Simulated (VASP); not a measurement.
Input of a VASP 6.6.1 run:

The input INCAR:

```
SYSTEM = Al2Cu
PREC = Accurate
ENCUT = 520
EDIFF = 1E-6
ISMEAR = 0
SIGMA = 0.1
LREAL = .False.
LASPH = .True.
NELM = 60
ALGO = Fast
ISIF = 2
LWAVE = .False.
LCHARG = .False.
GGA = PS
NBANDS = 16
```

KPOINTS

```
regular mesh
0
Gamma
  6 6 10
  0 0 0
```

POSCAR

```
Al2Cu
1.0
    4.1051820000      0.0000000000      0.0000000000
    0.0000000000      4.1051820000      0.0000000000
    0.0000000000      0.0000000000      2.8913130000
Al Cu
2 1
Direct
    0.5000000000      0.0000000000      0.5000000000
    0.0000000000      0.5000000000      0.5000000000
    0.0000000000      0.0000000000      0.0000000000
```

Potentials or basis: VASP PAW PBE potentials, release 64 (Al, Cu).

Launch:

```bash
$ cat potpaw_PBE.64/Al/POTCAR potpaw_PBE.64/Cu/POTCAR > POTCAR
$ mpirun -np 1 vasp_std > vasp.out
```

Task: Estimate the pressure.

Result: -2.4 GPa.

Task: What does it give for the band gap on the k mesh?

Result: Zero (an odd number of electrons rules out a gap without spin polarisation).

Stress tensor (GPa, compression positive):
```
-2.95  0.00  0.00
 0.00 -2.95  0.00
 0.00  0.00 -1.26
```

Caveat: the PAW data sets were made with another functional, which shifts forces and pressure a little.
